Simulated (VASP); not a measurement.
# AgCl in VASP: a series of runs, part 2 of 2

VASP 6.6.1. Earlier steps stand in the parts before.

## (5) Electric field gradients, PBE (xy shear strain of -1 %)

Contents of INCAR:

```
PREC     = Accurate       # precision mode
ENCUT    = 520            # plane-wave cutoff, eV
EDIFF    = 1E-8           # SCF threshold, eV
ISMEAR   = -1             # smearing method
SIGMA    = 0.01           # smearing width, eV
LREAL    = F              # projectors in reciprocal space
LASPH    = T              # aspherical terms in the spheres
NELM     = 80             # most SCF steps
ALGO     = Normal         # electronic algorithm
ISIF     = 2              # what is computed and relaxed
LWAVE    = F              # write WAVECAR
LCHARG   = F              # write CHGCAR
GGA      = PE             # functional
LEFG     = T            
NBANDS   = 16             # bands
```

Contents of KPOINTS:

```
regular mesh
0
Gamma
  9 9 9
```

Contents of POSCAR:

```
AgCl
1.0
   -0.0138657500      2.7731500000      2.7731500000
    2.7731500000     -0.0138657500      2.7731500000
    2.7592842500      2.7592842500      0.0000000000
Ag Cl
1 1
Direct
    0.5000000000      0.5000000000      0.5000000000
    0.0000000000      0.0000000000      0.0000000000
```

Potentials or basis: VASP PAW PBE potentials, release 64 (Ag, Cl).

Started as:

```console
$ cat potpaw_PBE.64/Ag/POTCAR potpaw_PBE.64/Cl/POTCAR > POTCAR
$ mpirun -np 1 vasp_std > vasp.out
```

OUTCAR:

```text
PREC = Accurate
   ENCUT = 520
   EDIFF = 1E-8
   ISMEAR = -1
   LREAL = F
   LASPH = T
   NELM = 80
   ISIF = 2
   GGA = PE

 ion  position               nearest neighbor table
   1  0.500  0.500  0.500-   2 2.77   2 2.77   2 2.77   2 2.77   2 2.77   2 2.77
   2  0.000  0.000  0.000-   1 2.77   1 2.77   1 2.77   1 2.77   1 2.77   1 2.77

  LATTYP: Found a body centered orthorhombic cell.
 ALAT       =     3.9022172088
 B/A-ratio  =     1.0100502513
 C/A-ratio  =     1.4213201632

  Lattice vectors:

 A1 = (   0.0138657500,  -2.7731500000,  -2.7731500000)
 A2 = (  -0.0138657500,   2.7731500000,  -2.7731500000)
 A3 = (   2.7731500000,  -0.0138657500,   2.7731500000)

Analysis of symmetry for initial positions (statically):
=====================================================================
 Subroutine PRICEL returns:
 Original cell was already a primitive cell.

 Routine SETGRP: Setting up the symmetry group for a
 body centered orthorhombic supercell.

 Subroutine GETGRP returns: Found  8 space group operations
 (whereof  8 operations were pure point group operations)
 out of a pool of  8 trial point group operations.

The static configuration has the point symmetry D_2h.

Analysis of symmetry for dynamics (positions and initial velocities):
=====================================================================
 Subroutine PRICEL returns:
 Original cell was already a primitive cell.

 Routine SETGRP: Setting up the symmetry group for a
 body centered orthorhombic supercell.

 Subroutine GETGRP returns: Found  8 space group operations
 (whereof  8 operations were pure point group operations)
[... 160 lines left out ...]
      2       1.3708      2.00000
      3       1.3770      2.00000
      4       1.3859      2.00000
      5       1.4195      2.00000
      6       1.4202      2.00000
[... 433 lines left out ...]
      3       0.7189      2.00000
      4       0.7823      2.00000
      5       1.0628      2.00000
      6       1.6024      2.00000
[... 8 lines left out ...]
     15      19.1958      0.00000
     16      19.2159      0.00000

 [... further k-points ...]

------------------------ aborting loop because EDIFF is reached ----------------------------------------

  FORCE on cell =-STRESS in cart. coord.  units (eV):
  Direction    XX          YY          ZZ          XY          YZ          ZX
  --------------------------------------------------------------------------------------
  -------------------------------------------------------------------------------------
  Total        0.3922897      0.3922897      0.3920105      0.0142723     -0.0000000      0.0000000
  in kB       14.7359553     14.7359553     14.7254678      0.5361237     -0.0000000      0.0000000
  external PRESSURE =      14.7324595 kB  Pullay stress =       0.0000000 kB

 VOLUME and BASIS-vectors are now :
 -----------------------------------------------------------------------------
  energy-cutoff  :      520.00
  volume of cell :       42.65
      direct lattice vectors                 reciprocal lattice vectors
    -0.013865750  2.773150000  2.773150000    -0.179403364  0.179403364  0.180300380
     2.773150000 -0.013865750  2.773150000     0.179403364 -0.179403364  0.180300380
     2.759284250  2.759284250  0.000000000     0.181206412  0.181206412 -0.180300380

 POSITION                                       TOTAL-FORCE (eV/Angst)
 -----------------------------------------------------------------------------------
      2.75928      2.75928      2.77315        -0.000000     -0.000000      0.000000
      0.00000      0.00000      0.00000         0.000000      0.000000      0.000000
 -----------------------------------------------------------------------------------
    total drift:                                0.000000      0.000000      0.000000

  FREE ENERGIE OF THE ION-ELECTRON SYSTEM (eV)
  ---------------------------------------------------
  free  energy   TOTEN  =        -5.3943528693 eV

  energy  without entropy=       -5.3943528693  energy(sigma->0) =       -5.39435287

 Electric field gradients (V/A^2)
---------------------------------------------------------------------
 ion       V_xx      V_yy      V_zz      V_xy      V_xz      V_yz
---------------------------------------------------------------------
   1       0.009     0.009    -0.017     1.089    -0.000    -0.000
   2      -0.008    -0.008     0.016    -2.192    -0.000    -0.000
---------------------------------------------------------------------

 Electric field gradients after diagonalization (V/A^2)
 (convention: |V_zz| > |V_xx| > |V_yy|)
----------------------------------------------------------------------
 ion       V_xx      V_yy      V_zz     asymmetry (V_yy - V_xx)/ V_zz
----------------------------------------------------------------------
   1      -1.080    -0.017     1.097       0.969
   2       2.185     0.016    -2.200       0.986
----------------------------------------------------------------------

           NMR quadrupolar parameters

 Cq : quadrupolar parameter    Cq=e*Q*V_zz/h
 eta: asymmetry parameters     (V_yy - V_xx)/ V_zz
 Q  : nuclear electric quadrupole moment in mb (millibarn)
----------------------------------------------------------------------
 ion       Cq(MHz)       eta       Q (mb)
----------------------------------------------------------------------
   1       0.003       0.969       1.000
   2      -0.005       0.986       1.000
----------------------------------------------------------------------
```

OSZICAR:

```text
N       E                     dE             d eps       ncg     rms          rms(c)
DAV:   1     0.916531728302E+02    0.91653E+02   -0.86012E+03  4000   0.101E+03
DAV:   2    -0.258972594066E+01   -0.94243E+02   -0.86333E+02  5024   0.216E+02
DAV:   3    -0.556291567983E+01   -0.29732E+01   -0.29651E+01  5040   0.392E+01
DAV:   4    -0.557753197263E+01   -0.14616E-01   -0.14615E-01  5088   0.316E+00
DAV:   5    -0.557769203431E+01   -0.16006E-03   -0.16006E-03  4952   0.329E-01    0.616E+00
DAV:   6    -0.539882136342E+01    0.17887E+00   -0.24523E-01  5112   0.643E+00    0.398E+00
DAV:   7    -0.539489250374E+01    0.39289E-02   -0.96427E-02  4960   0.206E+00    0.198E+00
DAV:   8    -0.539420554659E+01    0.68696E-03   -0.46043E-03  4744   0.698E-01    0.308E-01
DAV:   9    -0.539428371094E+01   -0.78164E-04   -0.48882E-04  5168   0.274E-01    0.389E-02
DAV:  10    -0.539434897518E+01   -0.65264E-04   -0.92028E-05  4960   0.845E-02    0.304E-02
DAV:  11    -0.539435289137E+01   -0.39162E-05   -0.44613E-06  5288   0.148E-02    0.344E-03
DAV:  12    -0.539435298558E+01   -0.94204E-07   -0.46731E-07  4488   0.544E-03    0.145E-03
DAV:  13    -0.539435287642E+01    0.10916E-06   -0.88329E-08  5144   0.298E-03    0.102E-03
DAV:  14    -0.539435286573E+01    0.10688E-07   -0.12525E-08  3656   0.758E-04    0.486E-04
DAV:  15    -0.539435286928E+01   -0.35482E-08   -0.86509E-10  2576   0.222E-04
   1 F= -.53943529E+01 E0= -.53943529E+01  d E =-.189172E-13
```

Wall time 2.2 min (1 thread of Intel Xeon 8259CL, shared host); peak memory 0.23 GiB.

What came out:

- Free energy: -5.3944 eV
- Pressure: 1.5 GPa
- Band gap on the k mesh: 0.95 eV (least direct gap 3.13 eV)
- Largest electric field gradient by atom: Ag +1.1; Cl -2.2 V/Å²

Stress tensor (GPa, compression positive):
```
1.47 0.05 0.00
0.05 1.47 0.00
0.00 0.00 1.47
```

Electric field gradients, principal values (V/Å²):
```tsv
atom	least	middle	greatest (by size)
1 Ag	-0.017	-1.080	1.097
2 Cl	0.016	2.185	-2.200
```

Caveat: the cell differs from its parent crystal (xy shear strain of -1 %); without QUAD_EFG the Cq values of the log hold for a quadrupole moment of 1 mb, not for the nuclei; an odd mesh through Γ misses points on the zone boundary, where band edges can lie.

## (6) Overview

| cell | gap on the mesh (eV) | pressure (GPa) |
| --- | --- | --- |
| a = 3.922 Å, angles 60.0°, 2 atoms, atomic positions A | 0.96 | 1.5 |
| a = 3.942 Å, angles 59.3°, 2 atoms, atomic positions B | 0.94 | 1.5 |
| a = 3.922, b = 3.922, c = 3.902 Å, angles 60.2, 60.2, 60.3°, 2 atoms, atomic positions B | 0.95 | 1.5 |

Alike in all rows: task electric field gradients; level PBE; potentials or basis VASP PAW PBE potentials, release 64 (Ag, Cl); no spin polarisation; k mesh 9 × 9 × 9; cutoff (eV) 520; smearing fermi-dirac 0.01 eV.

Caveats: an odd mesh through Γ misses points on the zone boundary, where band edges can lie.

Absolute energies hang on the potentials; compare differences alone.
